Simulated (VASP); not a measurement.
Set up this calculation in VASP 6.6.1, as the native input.

| Property | Result |
| --- | --- |
| Task | single point |
| Functional | PBE |
| Potentials or basis | VASP PAW PBE potentials, release 64 (Zn, S) |
| Cutoff | 520 eV |
| k mesh | 4 × 4 × 4 |
| Occupations | gaussian, width 0.1 eV |
| Spin | no spin polarisation |
| Dipole correction | no |
| Further INCAR settings | ALGO = Normal; EDIFF = 1e-06; NBANDS = 35 |

The structure of Zn4S lies in POSCAR:

```
Zn4S
1.0
    4.5370278500      0.0000000000      0.0000000000
    0.0000000000      4.5370278500      0.0000000000
    0.0000000000      0.0000000000      4.5370278500
Zn S
4 1
Direct
    0.3080354700      0.3080354700      0.3080354700
    0.6919645300      0.6919645300      0.3080354700
    0.6919645300      0.3080354700      0.6919645300
    0.3080354700      0.6919645300      0.6919645300
    0.0000000000      0.0000000000      0.0000000000
```

The input as run:

INCAR

```
SYSTEM = Zn4S
PREC = Accurate
ENCUT = 520
EDIFF = 1E-6
ISMEAR = 0
SIGMA = 0.1
LREAL = .False.
LASPH = .True.
NELM = 80
ALGO = Normal
ISIF = 2
LWAVE = .False.
LCHARG = .False.
GGA = PE
NBANDS = 35
```

KPOINTS

```
regular mesh
0
Gamma
  4 4 4
  0 0 0
```

Potentials or basis: VASP PAW PBE potentials, release 64 (Zn, S).

Command:

```bash
$ cat potpaw_PBE.64/Zn/POTCAR potpaw_PBE.64/S/POTCAR > POTCAR
$ mpirun -np 1 vasp_std > vasp.out
```

Results of the run:

* Pressure: 0.6 GPa
* Largest force: 1.443 eV/Å
* Band gap on the k mesh: zero (band 27 reaches 3.60 eV, above the bottom of band 28 at -0.23 eV)

Caveat: forces of over 1 eV/Å act on the atoms, so gaps and moduli don't describe the material at rest.

Run time: 26 s on 1 thread of Intel(R) Xeon(R) Platinum 8259CL CPU @ 2.50GHz (Skylake/Cascade Lake) (shared host), peak memory 0.2 GiB.
